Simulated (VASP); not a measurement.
# AlN (F-43m) in VASP: further runs

AlN is run at these levels: LDA; tasks: vibrations by perturbation theory.

Program: VASP 6.6.1. These are calculated values, not measurements. Logs are shortened: lines on timing, memory, paths and dates and some standing lists are left out, and cuts for length are marked.

### 1 The cell of the first run

The structure is cubic, space group F-43m (No. 216). The conventional cell has a = 4.279 Å, b = 4.279 Å, c = 4.279 Å, α = 90.00°, β = 90.00°, γ = 90.00°. Al (site symmetry -43m) has 4 N at 1.85 Å within 2.5 Å. Within 2.5 Å of N (site symmetry -43m) lie 4 Al at 1.85 Å.

### 2 Vibrations by perturbation theory, LDA

INCAR

```
ALGO = Normal
EDIFF = 1E-8
ENCUT = 520
GGA = CA
IBRION = 8
ISIF = 2
ISMEAR = 0
LASPH = T
LCHARG = F
LREAL = F
LWAVE = F
NELM = 100
NSW = 1
PREC = Accurate
SIGMA = 0.01
```

KPOINTS

```
k-points
0
Gamma
  10 10 10
```

POSCAR

```
AlN
1.0
    2.1397308237      2.1397308237      0.0000000000
   -2.1397308237      2.1397308237      0.0000000000
    0.0000000000      2.1397308237      2.1397308237
Al N
1 1
Direct
    0.0000000000      0.0000000000      0.0000000000
    0.2500000000      0.7500000000      0.5000000000
```

Potentials or basis: VASP PAW LDA potentials, release 64 (Al, N).

Command:

```bash
cat potpaw_LDA.64/Al/POTCAR potpaw_LDA.64/N/POTCAR > POTCAR
mpirun -np 1 vasp_std > vasp.out
```

OUTCAR:

```text
EDIFF = 1E-8
   ENCUT = 520
   GGA = CA
   IBRION = 8
   ISIF = 2
   ISMEAR = 0
   LASPH = T
   LREAL = F
   NELM = 100
   NSW = 1
   PREC = Accurate

 ion  position               nearest neighbor table
   1  0.000  0.000  0.000-   2 1.85   2 1.85   2 1.85   2 1.85
   2  0.250  0.750  0.500-   1 1.85   1 1.85   1 1.85   1 1.85

  LATTYP: Found a face centered cubic cell.
 ALAT       =     4.2794616474

  Lattice vectors:

 A1 = (   0.0000000000,   2.1397308237,   2.1397308237)
 A2 = (   2.1397308237,   0.0000000000,   2.1397308237)
 A3 = (   2.1397308237,   2.1397308237,   0.0000000000)

Analysis of symmetry for initial positions (statically):
=====================================================================
 Subroutine PRICEL returns:
 Original cell was already a primitive cell.

 Routine SETGRP: Setting up the symmetry group for a
 face centered cubic supercell.

 Subroutine GETGRP returns: Found 24 space group operations
 (whereof 24 operations were pure point group operations)
 out of a pool of 48 trial point group operations.

The static configuration has the point symmetry T_d .

Analysis of symmetry for dynamics (positions and initial velocities):
=====================================================================
 Subroutine PRICEL returns:
 Original cell was already a primitive cell.

 Routine SETGRP: Setting up the symmetry group for a
 face centered cubic supercell.

 Subroutine GETGRP returns: Found 24 space group operations
 (whereof 24 operations were pure point group operations)
 out of a pool of 48 trial point group operations.

The dynamic configuration has the point symmetry T_d .

 Subroutine INISYM returns: Found 24 space group operations
 (whereof 24 operations are pure point group operations),
 and found     1 'primitive' translations

----------------------------------------------------------------------------------------

                                     Primitive cell

  volume of cell :      19.5933

  direct lattice vectors                    reciprocal lattice vectors
     2.139730824  2.139730824  0.000000000     0.233674252  0.233674252 -0.233674252
    -2.139730824  2.139730824  0.000000000    -0.233674252  0.233674252 -0.233674252
     0.000000000  2.139730824  2.139730824     0.000000000  0.000000000  0.467348504

  length of vectors
     3.026036351  3.026036351  3.026036351     0.404735677  0.404735677  0.467348504

  position of ions in fractional coordinates (direct lattice)
     0.000000000  0.000000000  0.000000000
     0.250000000  0.750000000  0.500000000

  ion indices of the primitive-cell ions
   primitive index   ion index
                 1           1
                 2           2

----------------------------------------------------------------------------------------

 KPOINTS: k-points

Automatic generation of k-mesh.
 Grid dimensions read from file:
 generate k-points for:   10   10   10

 Generating k-lattice:

  Cartesian coordinates                     Fractional coordinates (reciprocal lattice)
     0.023367425  0.023367425 -0.023367425     0.100000000  0.000000000  0.000000000
    -0.023367425  0.023367425 -0.023367425     0.000000000  0.100000000  0.000000000
     0.000000000  0.000000000  0.046734850     0.000000000  0.000000000  0.100000000

  Length of vectors
     0.040473568  0.040473568  0.046734850

  Shift w.r.t. Gamma in fractional coordinates (k-lattice)
     0.000000000  0.000000000  0.000000000

 Subroutine IBZKPT returns following result:
 ===========================================

[... 71 lines left out ...]
   LORBIT       =      0    0 simple, 1 ext, 2 COOP (PROOUT), +10 PAW based schemes
   GGA     = CA    functional components
   LHFCALC =     F    Hartree Fock is set to
   AEXX    =    0.0000 exact exchange contribution
   IVDW    =     0    specifies the selected vdW correction
   LEPSILON=     F    determine dielectric tensor
   LRPA    =     F    only Hartree local field effects (RPA)
 non-spin polarized calculation
 Gauss-broadening in eV      SIGMA  =   0.01
  energy-cutoff  :      520.00
  volume of cell :       19.59
 maximum number of plane-waves:       544
   NGX = 11   NGY = 11   NGZ = 11

--------------------------------------- Ionic step        1  -------------------------------------------

 number of electron       7.9999999 magnetization

 Free energy of the ion-electron system (eV)
  ---------------------------------------------------
  ext. energy  EPLUGINS =         0.00000000
  ---------------------------------------------------
  free energy    TOTEN  =       -16.34461143 eV

  energy without entropy =      -16.34461143  energy(sigma->0) =      -16.34461143

 E-fermi :   6.4038     XC(G=0): -11.5366

 val. band max:        6.3040834147   @ k =   0.0000   0.0000   0.0000
 cond. band min:       9.5517626961   @ k =   0.5000   0.5000   0.0000
 fundamental gap:      3.2476792814
 Fermi energy:         6.4037951916

 k-point     1 :       0.0000    0.0000    0.0000
  band No.  band energies     occupation
      1      -8.8862      2.00000
      2       6.3041      2.00000
      3       6.3041      2.00000
      4       6.3041      2.00000
      5      11.0977      0.00000
      6      19.2511      0.00000
      7      19.2511      0.00000
      8      19.2511      0.00000
[... 243 lines left out ...]
 k-point    24 :       0.4000    0.3000    0.0000
  band No.  band energies     occupation
      1      -5.9902      2.00000
      2       1.5201      2.00000
      3       2.8027      2.00000
      4       5.0668      2.00000
      5      12.1551      0.00000
      6      16.7779      0.00000
      7      19.5405      0.00000
      8      20.2065      0.00000

 [... further k-points ...]
[... 5 lines left out ...]
  --------------------------------------------------------------------------------------
  -------------------------------------------------------------------------------------
  Total        1.3226213      1.3226213      1.3226213      0.0000000      0.0000000      0.0000000
  in kB      108.1530257    108.1530257    108.1530257      0.0000000      0.0000000      0.0000000
  external PRESSURE =     108.1530257 kB  Pullay stress =       0.0000000 kB

 VOLUME and BASIS-vectors are now :
 -----------------------------------------------------------------------------
  energy-cutoff  :      520.00
  volume of cell :       19.59
      direct lattice vectors                 reciprocal lattice vectors
     2.139730824  2.139730824  0.000000000     0.233674252  0.233674252 -0.233674252
    -2.139730824  2.139730824  0.000000000    -0.233674252  0.233674252 -0.233674252
     0.000000000  2.139730824  2.139730824     0.000000000  0.000000000  0.467348504

 POSITION                                       TOTAL-FORCE (eV/Angst)
 -----------------------------------------------------------------------------------
      0.00000      0.00000      0.00000        -0.000000      0.000000     -0.000000
     -1.06987      3.20960      1.06987         0.000000     -0.000000      0.000000
 -----------------------------------------------------------------------------------
    total drift:                                0.000000      0.000000      0.000000

  FREE ENERGIE OF THE ION-ELECTRON SYSTEM (eV)
  ---------------------------------------------------
  free  energy   TOTEN  =       -16.3446114280 eV

  energy  without entropy=      -16.3446114280  energy(sigma->0) =      -16.34461143

[... ionic steps 2 to 3 ...]

--------------------------------------- Ionic step        4  -------------------------------------------

------------------------ aborting loop because EDIFF is reached ----------------------------------------

[... ionic steps 5 to 6 ...]

--------------------------------------- Ionic step        7  -------------------------------------------

 Free energy of the ion-electron system (eV)
  ---------------------------------------------------
  ---------------------------------------------------
  free energy    TOTEN  =        -0.23593494 eV

  energy without entropy =       -0.23593494

------------------------ aborting loop because EDIFF is reached ----------------------------------------

 INTERNAL STRAIN TENSOR  FOR ION    2  DIRECTION 1   (eV/Angst):
 -----------------------------------------------------------------------------
     0.02806  0.00000 -0.00000
     0.00000 -0.01371-12.23265
     0.00000-12.23265 -0.01371

 INTERNAL STRAIN TENSOR FOR ION    2 for displacements in x,y,z  (eV/Angst):
          X           Y           Z          XY          YZ          ZX
  --------------------------------------------------------------------------------
  x     0.00000     0.00000     0.00000    -0.00000   -12.23265    -0.00000
  y     0.00000     0.00000     0.00000    -0.00000    -0.00000   -12.23265
  z     0.00000     0.00000     0.00000   -12.23265    -0.00000     0.00000

 SECOND DERIVATIVES (NOT SYMMETRIZED)
 ------------------------------------
               1X          1Y          1Z          2X          2Y          2Z
  1X   -17.260426   -0.000000    0.000000   17.260426    0.000000   -0.000000
  1Y     0.000000  -17.260426   -0.000000   -0.000000   17.260426    0.000000
  1Z     0.000000   -0.000000  -17.260426   -0.000000    0.000000   17.260426
  2X    17.257285    0.000000    0.000000  -17.257285    0.000000    0.000000
  2Y     0.000000   17.257285    0.000000    0.000000  -17.257285    0.000000
  2Z     0.000000    0.000000   17.257285    0.000000    0.000000  -17.257285

 Eigenvectors and eigenvalues of the dynamical matrix
 ----------------------------------------------------

   1 f  =   21.391365 THz   134.405908 2PiTHz  713.539117 cm-1    88.467536 meV
             X         Y         Z           dx          dy          dz
      0.000000  0.000000  0.000000     0.584533   -0.000000    0.000000
     -1.069865  3.209596  1.069865    -0.811370    0.000000    0.000000
[... 21 lines left out ...]
   6 f/i=    0.000923 THz     0.005801 2PiTHz    0.030797 cm-1     0.003818 meV
             X         Y         Z           dx          dy          dz
      0.000000  0.000000  0.000000     0.811370   -0.000000    0.000000
     -1.069865  3.209596  1.069865     0.584533    0.000000    0.000000

--------------------------------------------------------------------------------------------------------

 ELASTIC MODULI CONTR FROM IONIC RELAXATION (kBar)
 Direction    XX          YY          ZZ          XY          YZ          ZX
 --------------------------------------------------------------------------------
 XX          -0.0000     -0.0000      0.0000     -0.0000      0.0000      0.0000
 YY          -0.0000     -0.0000      0.0000      0.0000     -0.0000      0.0000
 ZZ           0.0000      0.0000     -0.0000      0.0000     -0.0000     -0.0000
 XY          -0.0000      0.0000      0.0000   -675.8535      0.0000      0.0000
 YZ           0.0000     -0.0000     -0.0000      0.0000   -675.8535     -0.0000
 ZX           0.0000      0.0000     -0.0000      0.0000     -0.0000   -675.8535
 --------------------------------------------------------------------------------
```

Run time: 38 s. Hardware: 1 thread of Intel Xeon Platinum 8488C (Sapphire Rapids), shared host; peak memory 0.18 GiB.

Results:

```
Highest phonon frequency at Γ, LO-TO splitting left out : 714 cm⁻¹
```

Phonon frequencies in cm⁻¹ (negative: imaginary):
| q point | frequencies |
| --- | --- |
| (0.000, 0.000, 0.000) | 0 0 0 714 714 714 |

Caveat: the cell wasn't relaxed at this level first, which shifts response properties.

### 3 Vibrations by perturbation theory, LDA

This run uses another cell than the first one, of 10.14 Å³/atom, 1.035 times its volume.

INCAR

```
  ALGO = Normal
  EDIFF = 1E-8
  ENCUT = 520
  IBRION = 8
  ISIF = 2
  ISMEAR = 0
  LASPH = True
  LCHARG = False
  LREAL = False
  LWAVE = False
  NELM = 100
  NSW = 1
  PREC = Accurate
  SIGMA = 0.01
```

KPOINTS is that of step 2.

POSCAR

```
AlN
1.0
    2.1643823172      2.1643823172      0.0000000000
   -2.1643823172      2.1643823172      0.0000000000
    0.0000000000      2.1643823172      2.1643823172
Al N
1 1
Direct
    0.0000000000      0.0000000000      0.0000000000
    0.2500000000      0.7500000000      0.5000000000
```

Potentials or basis: VASP PAW LDA potentials, release 64 (Al, N).

Command:

```bash
cat potpaw_LDA.64/Al/POTCAR potpaw_LDA.64/N/POTCAR > POTCAR
mpirun -np 1 vasp_std > vasp.out
```

OUTCAR:

```text
EDIFF = 1E-8
   ENCUT = 520
   IBRION = 8
   ISIF = 2
   ISMEAR = 0
   LASPH = True
   LREAL = False
   NELM = 100
   NSW = 1
   PREC = Accurate

 ion  position               nearest neighbor table
   1  0.000  0.000  0.000-   2 1.87   2 1.87   2 1.87   2 1.87
   2  0.250  0.750  0.500-   1 1.87   1 1.87   1 1.87   1 1.87

  LATTYP: Found a face centered cubic cell.
 ALAT       =     4.3287646344

  Lattice vectors:

 A1 = (   0.0000000000,   2.1643823172,   2.1643823172)
 A2 = (   2.1643823172,   0.0000000000,   2.1643823172)
 A3 = (   2.1643823172,   2.1643823172,   0.0000000000)

Analysis of symmetry for initial positions (statically):
=====================================================================
 Subroutine PRICEL returns:
 Original cell was already a primitive cell.

 Routine SETGRP: Setting up the symmetry group for a
 face centered cubic supercell.

 Subroutine GETGRP returns: Found 24 space group operations
 (whereof 24 operations were pure point group operations)
 out of a pool of 48 trial point group operations.

The static configuration has the point symmetry T_d .

Analysis of symmetry for dynamics (positions and initial velocities):
=====================================================================
 Subroutine PRICEL returns:
 Original cell was already a primitive cell.

 Routine SETGRP: Setting up the symmetry group for a
 face centered cubic supercell.

 Subroutine GETGRP returns: Found 24 space group operations
 (whereof 24 operations were pure point group operations)
 out of a pool of 48 trial point group operations.

The dynamic configuration has the point symmetry T_d .
[... 446 lines left out ...]
    total drift:                                0.000000      0.000000      0.000000

  FREE ENERGIE OF THE ION-ELECTRON SYSTEM (eV)
  ---------------------------------------------------
  free  energy   TOTEN  =       -16.3733781383 eV

  energy  without entropy=      -16.3733781383  energy(sigma->0) =      -16.37337814

[... ionic steps 2 to 3 ...]

--------------------------------------- Ionic step        4  -------------------------------------------

------------------------ aborting loop because EDIFF is reached ----------------------------------------

[... ionic steps 5 to 6 ...]

--------------------------------------- Ionic step        7  -------------------------------------------

 Free energy of the ion-electron system (eV)
  ---------------------------------------------------
  ---------------------------------------------------
  free energy    TOTEN  =        -0.23505151 eV

  energy without entropy =       -0.23505151

------------------------ aborting loop because EDIFF is reached ----------------------------------------

 INTERNAL STRAIN TENSOR  FOR ION    2  DIRECTION 1   (eV/Angst):
 -----------------------------------------------------------------------------
     0.02751  0.00000  0.00000
     0.00000 -0.01351-10.19040
     0.00000-10.19040 -0.01351

 INTERNAL STRAIN TENSOR FOR ION    2 for displacements in x,y,z  (eV/Angst):
          X           Y           Z          XY          YZ          ZX
  --------------------------------------------------------------------------------
  x     0.00000     0.00000     0.00000     0.00000   -10.19040     0.00000
  y     0.00000     0.00000     0.00000     0.00000     0.00000   -10.19040
  z     0.00000     0.00000     0.00000   -10.19040     0.00000     0.00000

 SECOND DERIVATIVES (NOT SYMMETRIZED)
 ------------------------------------
               1X          1Y          1Z          2X          2Y          2Z
  1X   -15.654012    0.000000   -0.000000   15.654012   -0.000000    0.000000
  1Y    -0.000000  -15.654012    0.000000    0.000000   15.654012   -0.000000
  1Z    -0.000000    0.000000  -15.654012    0.000000   -0.000000   15.654012
  2X    15.652271    0.000000   -0.000000  -15.652271   -0.000000    0.000000
  2Y    -0.000000   15.652271    0.000000    0.000000  -15.652271   -0.000000
  2Z    -0.000000    0.000000   15.652271    0.000000   -0.000000  -15.652271

 Eigenvectors and eigenvalues of the dynamical matrix
 ----------------------------------------------------

   1 f  =   20.372095 THz   128.001645 2PiTHz  679.539927 cm-1    84.252175 meV
             X         Y         Z           dx          dy          dz
      0.000000  0.000000  0.000000    -0.584519   -0.000000    0.000000
     -1.082191  3.246573  1.082191     0.811380    0.000000    0.000000
[... 21 lines left out ...]
   6 f/i=    0.000537 THz     0.003377 2PiTHz    0.017928 cm-1     0.002223 meV
             X         Y         Z           dx          dy          dz
      0.000000  0.000000  0.000000     0.044130    0.810179    0.000000
     -1.082191  3.246573  1.082191     0.031791    0.583654    0.000000

--------------------------------------------------------------------------------------------------------

 ELASTIC MODULI CONTR FROM IONIC RELAXATION (kBar)
 Direction    XX          YY          ZZ          XY          YZ          ZX
 --------------------------------------------------------------------------------
 XX          -0.0000      0.0000      0.0000     -0.0000      0.0000     -0.0000
 YY           0.0000     -0.0000      0.0000      0.0000     -0.0000      0.0000
 ZZ           0.0000      0.0000     -0.0000      0.0000     -0.0000     -0.0000
 XY          -0.0000      0.0000      0.0000   -496.0879      0.0000     -0.0000
 YZ           0.0000     -0.0000     -0.0000      0.0000   -496.0879      0.0000
 ZX          -0.0000      0.0000     -0.0000     -0.0000      0.0000   -496.0879
 --------------------------------------------------------------------------------
```

stdout:

```text
POSCAR found type information on POSCAR AlN
 POSCAR found :  2 types and       2 ions
 scaLAPACK will be used
 LDA part: xc-table for (Slater(with rela. corr.)+CA(PZ))
 , standard interpolation
 POSCAR, INCAR and KPOINTS ok, starting setup
 FFT: planning ... GRIDC
 FFT: planning ... GRID_SOFT
 FFT: planning ... GRID
 WAVECAR not read
 entering main loop
 Linear response reoptimize wavefunctions to high precision
 Linear response DOF=           2
 Linear response progress:
 first order change of Fermi-energy  -0.13988E+00
 force on displaced ion       1 direction 1 : -15.654  -0.000  -0.000
 Linear response progress:
 first order change of Fermi-energy   0.13907E+00
 force on displaced ion       2 direction 1 : -15.652   0.000  -0.000
 Linear response finished
```

Wall time 34 s (1 thread of Intel Xeon Platinum 8488C (Sapphire Rapids), shared host); peak memory 0.19 GiB.

What came out:

* Highest phonon frequency at Γ, LO-TO splitting left out: 680 cm⁻¹

Phonon frequencies in cm⁻¹ (negative: imaginary):
```
              q point        frequencies
(0.000, 0.000, 0.000)  0 0 0 680 680 680
```

Caveat: the cell wasn't relaxed at this level first, which shifts response properties.

[end of part 1 of 2]
